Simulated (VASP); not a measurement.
# MoS2 (R-3m) in VASP: further runs

MoS2 is run at these levels: PBEsol; tasks: single point.

All numbers are computed with VASP 6.6.1; they aren't measurements. Logs are shortened: lines on timing, memory, paths and dates and some standing lists are left out, and cuts for length are marked.

## (1) The cell of the first run

It takes space group R-3m (No. 166, trigonal). The conventional cell has a = 3.171 Å, b = 3.171 Å, c = 18.345 Å, α = 90.00°, β = 90.00°, γ = 120.00°. Within 3.2 Å of Mo (site symmetry -3m) lie 6 S at 2.39 Å and 6 Mo at 3.17 Å. S (site symmetry 3m) has 3 Mo at 2.39 Å and 6 S at 3.17 Å within 3.2 Å.

## (2) Single point, PBEsol

The input, INCAR:

```
PREC = Accurate
ENCUT = 520
EDIFF = 1E-6
ISMEAR = 1
SIGMA = 0.1
LREAL = False
LASPH = True
NELM = 60
ALGO = Normal
ISIF = 2
LWAVE = False
LCHARG = False
GGA = PS
NBANDS = 20
```

The input, KPOINTS:

```
regular mesh
0
Gamma
  3 3 3
```

The input, POSCAR:

```
MoS2
1.0
    1.5855000000      0.9153890000      6.1149970000
   -1.5855000000      0.9153890000      6.1149970000
    0.0000000000     -1.8307780000      6.1149970000
Mo S
1 2
Direct
    0.0000000000      0.0000000000      0.0000000000
    0.7500000000      0.7500000000      0.7500000000
    0.2500000000      0.2500000000      0.2500000000
```

Potentials or basis: VASP PAW PBE potentials, release 64 (Mo_sv, S).

Command:

```
> cat potpaw_PBE.64/Mo_sv/POTCAR potpaw_PBE.64/S/POTCAR > POTCAR
> mpirun -np 1 vasp_std > vasp.out
```

OUTCAR:

```text
PREC = Accurate
   ENCUT = 520
   EDIFF = 1E-6
   ISMEAR = 1
   LREAL = False
   LASPH = True
   NELM = 60
   ISIF = 2
   GGA = PS

 ion  position               nearest neighbor table
   1  0.000  0.000  0.000-   2 2.39   2 2.39   3 2.39   3 2.39   2 2.39   3 2.39
   2  0.750  0.750  0.750-   1 2.39   1 2.39   1 2.39
   3  0.250  0.250  0.250-   1 2.39   1 2.39   1 2.39

  LATTYP: Found a trigonal (rhomboedric) cell.
 ALAT       =     6.3831759792
 COS(alpha) =     0.8766074458

  Lattice vectors:

 A1 = (   1.5855000000,   0.9153890000,   6.1149970000)
 A2 = (  -1.5855000000,   0.9153890000,   6.1149970000)
 A3 = (   0.0000000000,  -1.8307780000,   6.1149970000)

Analysis of symmetry for initial positions (statically):
=====================================================================
 Subroutine PRICEL returns:
 Original cell was already a primitive cell.

 Routine SETGRP: Setting up the symmetry group for a
 trigonal (rhombohedral) supercell.

 Subroutine GETGRP returns: Found 12 space group operations
 (whereof 12 operations were pure point group operations)
 out of a pool of 12 trial point group operations.

The static configuration has the point symmetry D_3d.

Analysis of symmetry for dynamics (positions and initial velocities):
=====================================================================
 Subroutine PRICEL returns:
 Original cell was already a primitive cell.

 Routine SETGRP: Setting up the symmetry group for a
 trigonal (rhombohedral) supercell.

 Subroutine GETGRP returns: Found 12 space group operations
 (whereof 12 operations were pure point group operations)
 out of a pool of 12 trial point group operations.

The dynamic configuration has the point symmetry D_3d.

 Subroutine INISYM returns: Found 12 space group operations
 (whereof 12 operations are pure point group operations),
 and found     1 'primitive' translations

----------------------------------------------------------------------------------------

                                     Primitive cell

  volume of cell :      53.2500

  direct lattice vectors                    reciprocal lattice vectors
     1.585500000  0.915389000  6.114997000     0.315357931  0.182071957  0.054510793
    -1.585500000  0.915389000  6.114997000    -0.315357931  0.182071957  0.054510793
     0.000000000 -1.830778000  6.114997000     0.000000000 -0.364143914  0.054510793

  length of vectors
     6.383175979  6.383175979  6.383176043     0.368201370  0.368201370  0.368201326

  position of ions in fractional coordinates (direct lattice)
     0.000000000  0.000000000  0.000000000
     0.750000000  0.750000000  0.750000000
     0.250000000  0.250000000  0.250000000

  ion indices of the primitive-cell ions
   primitive index   ion index
                 1           1
                 2           2
                 3           3

----------------------------------------------------------------------------------------

 KPOINTS: regular mesh

Automatic generation of k-mesh.
 Grid dimensions read from file:
 generate k-points for:    3    3    3

 Generating k-lattice:

  Cartesian coordinates                     Fractional coordinates (reciprocal lattice)
     0.105119310  0.060690652  0.018170264     0.333333333  0.000000000  0.000000000
    -0.105119310  0.060690652  0.018170264     0.000000000  0.333333333  0.000000000
     0.000000000 -0.121381305  0.018170264     0.000000000  0.000000000  0.333333333

  Length of vectors
     0.122733790  0.122733790  0.122733775

  Shift w.r.t. Gamma in fractional coordinates (k-lattice)
     0.000000000  0.000000000  0.000000000

 Subroutine IBZKPT returns following result:
 ===========================================

 Found      6 irreducible k-points:

 Following reciprocal coordinates:
            Coordinates               Weight
  0.000000  0.000000  0.000000      1.000000
  0.333333  0.000000  0.000000      6.000000
  0.333333  0.333333  0.000000      6.000000
 -0.333333  0.333333  0.000000      6.000000
  0.333333  0.333333  0.333333      2.000000
 -0.333333  0.333333  0.333333      6.000000
   k-points           NKPTS =      6   k-points in BZ     NKDIM =      6   number of bands    NBANDS=     20
   number of dos      NEDOS =    301   number of ions     NIONS =      3
   total plane-waves  NPLWV = 110592
   dimension x,y,z NGX =    48 NGY =   48 NGZ =   48
   dimension x,y,z NGXF=    96 NGYF=   96 NGZF=   96
   ions per type =               1   2
   NGX,Y,Z   is equivalent  to a cutoff of  12.50, 12.50, 12.50 a.u.
   NGXF,Y,Z  is equivalent  to a cutoff of  25.00, 25.00, 25.00 a.u.
 SYSTEM =  unknown system
   PREC   = accura    normal or accurate (medium, high low for compatibility)
   ISTART =      0    job   : 0-new  1-cont  2-samecut
   ICHARG =      2    charge: 1-file 2-atom 10-const
   ISPIN  =      1    spin polarized calculation?
   LNONCOLLINEAR =      F non collinear calculations
   LSORBIT =      F    spin-orbit coupling
   LASPH  =      T    aspherical Exc in radial PAW
   ENCUT  =  520.0 eV  38.22 Ry    6.18 a.u.  11.87 11.87 11.87*2*pi/ulx,y,z
   NELM   =     60;   NELMIN=  2; NELMDL= -5     # of ELM steps
   EDIFF  = 0.1E-05   stopping-criterion for ELM
   LREAL  =      F    real-space projection
   EDIFFG = 0.1E-04   stopping-criterion for IOM
   NSW    =      0    number of steps for IOM
   IBRION =     -1    ionic relax: 0-MD 1-quasi-New 2-CG
   NFREE  =      0    steps in history (QN), initial steepest desc. (CG)
   ISIF   =      2    stress and relaxation
   ISYM   =      2    0-nonsym 1-usesym 2-fastsym
   POTIM  = 0.5000    time-step for ionic-motion
   TEBEG  =    0.0;   TEEND  =   0.0 temperature during run
   PSTRESS=    0.0 pullay stress
   NELECT =      26.0000    total number of electrons
   NUPDOWN=      -1.0000    fix difference up-down
   EMIN   =  10.00;   EMAX   =-10.00  energy-range for DOS
   EFERMI =   0.00;   METHOD = LEGACY
   ISMEAR =     1;   SIGMA  =   0.10  broadening in eV -4-tet -1-fermi 0-gaus
   EFERMI_NEDOS =   21; number of points for ismear=-14 and -15
   IALGO  =     38    algorithm
   IMIX   =      4    mixing-type and parameters
     AMIX     =   0.40;   BMIX     =  1.00
     AMIX_MAG =   1.60;   BMIX_MAG =  1.00
  volume/ion in A,a.u.               =      17.75       119.78
  Fermi-wavevector in a.u.,A,eV,Ry     =   1.289118  2.436081 22.610518  1.661826
  Thomas-Fermi vector in A             =   2.421031
   LORBIT       =      0    0 simple, 1 ext, 2 COOP (PROOUT), +10 PAW based schemes
   GGA     = PS    functional components
   LHFCALC =     F    Hartree Fock is set to
   AEXX    =    0.0000 exact exchange contribution
   IVDW    =     0    specifies the selected vdW correction
   LEPSILON=     F    determine dielectric tensor
   LRPA    =     F    only Hartree local field effects (RPA)
 non-spin polarized calculation
 Methfessel and Paxton  Order N= 1 SIGMA  =   0.10
  energy-cutoff  :      520.00
  volume of cell :       53.25
 maximum number of plane-waves:      1440
   NGX = 23   NGY = 23   NGZ = 23

 number of electron      25.9999998 magnetization

 Free energy of the ion-electron system (eV)
  ---------------------------------------------------
  ext. energy  EPLUGINS =         0.00000000
  ---------------------------------------------------
  free energy    TOTEN  =       -22.70701135 eV

  energy without entropy =      -22.70908165  energy(sigma->0) =      -22.70770145

 E-fermi :   7.6150     XC(G=0): -10.9880

 val. band max:        7.5588935071   @ k =   0.0000   0.0000   0.0000
 cond. band min:       8.0771195801   @ k =  -0.3333   0.3333   0.0000
 fundamental gap:      0.5182260729
 Fermi energy:         7.6150310125

 k-point     1 :       0.0000    0.0000    0.0000
  band No.  band energies     occupation
      1     -54.0633      2.00000
      2     -28.1723      2.00000
      3     -28.0772      2.00000
      4     -28.0772      2.00000
      5      -7.4203      2.00000
      6      -5.7482      2.00000
      7       0.5623      2.00000
      8       3.4895      2.00000
      9       3.4895      2.00000
     10       5.9641      2.00000
     11       6.4079      2.00000
     12       6.6210      2.00000
     13       6.6210      2.00000
     14       7.5589      1.80386
     15       7.5589      1.80386
     16      11.1369      0.00000
     17      11.1369      0.00000
     18      13.7436      0.00000
     19      14.3506      0.00000
     20      17.2955      0.00000

 k-point     2 :       0.3333    0.0000    0.0000
  band No.  band energies     occupation
      1     -54.0328      2.00000
      2     -28.3780      2.00000
      3     -28.1464      2.00000
      4     -28.1112      2.00000
      5      -6.0274      2.00000
      6      -5.3584      2.00000
      7       1.5914      2.00000
      8       2.0906      2.00000
      9       2.9757      2.00000
     10       3.5992      2.00000
     11       4.9279      2.00000
     12       5.8272      2.00000
     13       5.8982      2.00000
     14       8.6461     -0.00000
     15       8.8819     -0.00000
     16      11.0251      0.00000
     17      11.2308      0.00000
     18      14.1617      0.00000
     19      15.1473      0.00000
     20      16.4520      0.00000

 k-point     3 :       0.3333    0.3333    0.0000
  band No.  band energies     occupation
      1     -54.0328      2.00000
      2     -28.3780      2.00000
      3     -28.1464      2.00000
      4     -28.1112      2.00000
      5      -5.8688      2.00000
      6      -5.5486      2.00000
      7       1.6658      2.00000
      8       2.2783      2.00000
      9       2.7475      2.00000
     10       3.6431      2.00000
     11       4.9037      2.00000
     12       5.7438      2.00000
     13       6.0805      2.00000
     14       8.5006     -0.00000
     15       8.5516     -0.00000
     16      11.2912      0.00000
     17      11.8040      0.00000
     18      13.6408      0.00000
     19      14.5139      0.00000
     20      15.6564      0.00000

 k-point     4 :      -0.3333    0.3333    0.0000
  band No.  band energies     occupation
      1     -54.0175      2.00000
      2     -28.3543      2.00000
      3     -28.3543      2.00000
      4     -28.0807      2.00000
      5      -5.0904      2.00000
      6      -5.0903      2.00000
      7       1.7741      2.00000
      8       1.9641      2.00000
      9       2.1205      2.00000
     10       3.4346      2.00000
     11       3.7368      2.00000
     12       4.2387      2.00000
     13       8.0771     -0.00000
     14       8.3359     -0.00000
     15       8.3953     -0.00000
     16      10.7284      0.00000
     17      11.3249      0.00000
     18      14.5296      0.00000
     19      16.0003      0.00000
     20      16.1155      0.00000

 k-point     5 :       0.3333    0.3333    0.3333
  band No.  band energies     occupation
      1     -54.0633      2.00000
      2     -28.1724      2.00000
      3     -28.0772      2.00000
      4     -28.0772      2.00000
      5      -7.2396      2.00000
      6      -6.0580      2.00000
      7       1.2409      2.00000
      8       3.5018      2.00000
      9       3.5018      2.00000
     10       4.2656      2.00000
     11       6.6287      2.00000
     12       6.6287      2.00000
     13       7.4729      2.06192
     14       7.4805      2.06711
     15       7.4805      2.06711
     16      11.2266      0.00000
     17      11.2266      0.00000
     18      13.6383      0.00000
     19      15.3661      0.00000
     20      17.4608      0.00000

 k-point     6 :      -0.3333    0.3333    0.3333
  band No.  band energies     occupation
      1     -54.0328      2.00000
      2     -28.3780      2.00000
      3     -28.1464      2.00000
      4     -28.1112      2.00000
      5      -5.9351      2.00000
      6      -5.4569      2.00000
      7       1.3877      2.00000
      8       2.0147      2.00000
      9       3.3933      2.00000
     10       3.6481      2.00000
     11       5.0168      2.00000
     12       5.7202      2.00000
     13       5.7437      2.00000
     14       8.5727     -0.00000
     15       9.0223     -0.00000
     16      10.9413      0.00000
     17      11.3239      0.00000
     18      13.9393      0.00000
     19      14.5784      0.00000
     20      16.5619      0.00000

------------------------ aborting loop because EDIFF is reached ----------------------------------------

  FORCE on cell =-STRESS in cart. coord.  units (eV):
  Direction    XX          YY          ZZ          XY          YZ          ZX
  --------------------------------------------------------------------------------------
  -------------------------------------------------------------------------------------
  Total        1.2787980      1.2787984      0.9654214      0.0000000      0.0000000     -0.0000000
  in kB       38.4762810     38.4762934     29.0474551      0.0000000      0.0000000     -0.0000000
  external PRESSURE =      35.3333432 kB  Pullay stress =       0.0000000 kB

 VOLUME and BASIS-vectors are now :
 -----------------------------------------------------------------------------
  energy-cutoff  :      520.00
  volume of cell :       53.25
      direct lattice vectors                 reciprocal lattice vectors
     1.585500000  0.915389000  6.114997000     0.315357931  0.182071957  0.054510793
    -1.585500000  0.915389000  6.114997000    -0.315357931  0.182071957  0.054510793
     0.000000000 -1.830778000  6.114997000     0.000000000 -0.364143914  0.054510793

 POSITION                                       TOTAL-FORCE (eV/Angst)
 -----------------------------------------------------------------------------------
      0.00000      0.00000      0.00000         0.000000      0.000000      0.000000
      0.00000      0.00000     13.75874         0.000000      0.000000      0.160156
      0.00000      0.00000      4.58625         0.000000     -0.000000     -0.160156
 -----------------------------------------------------------------------------------
    total drift:                               -0.000000     -0.000000      0.000000

  FREE ENERGIE OF THE ION-ELECTRON SYSTEM (eV)
  ---------------------------------------------------
  free  energy   TOTEN  =       -22.7070113536 eV

  energy  without entropy=      -22.7090816526  energy(sigma->0) =      -22.70770145
```

Run time: 17 s. Hardware: 1 thread of Intel Xeon 6975P-C, shared host; peak memory 0.3 GiB.

What came out:

- Free energy: -22.7070 eV
- Pressure: 3.5 GPa
- Largest force: 0.160 eV/Å
- Band gap on the k mesh: zero (band 13 reaches 8.08 eV, above the bottom of band 14 at 7.48 eV)

Forces in eV/Å, atoms in the order of the input:
```
Mo   0.000  0.000  0.000
S    0.000  0.000  0.160
S    0.000  0.000 -0.160
```

Levels at points of the mesh, in eV from the Fermi level:
```csv
k point,band 9,band 10,band 11,band 12,band 13,band 14,band 15,band 16,band 17,band 18
"(0.00, 0.00, 0.00)",-4.13,-1.65,-1.21,-0.99,-0.99,-0.06,-0.06,3.52,3.52,6.13
```

Caveat: the k points lie up to 0.77 Å⁻¹ apart; the PAW data sets were made with another functional, which shifts forces and pressure a little.

[end of part 1 of 3]
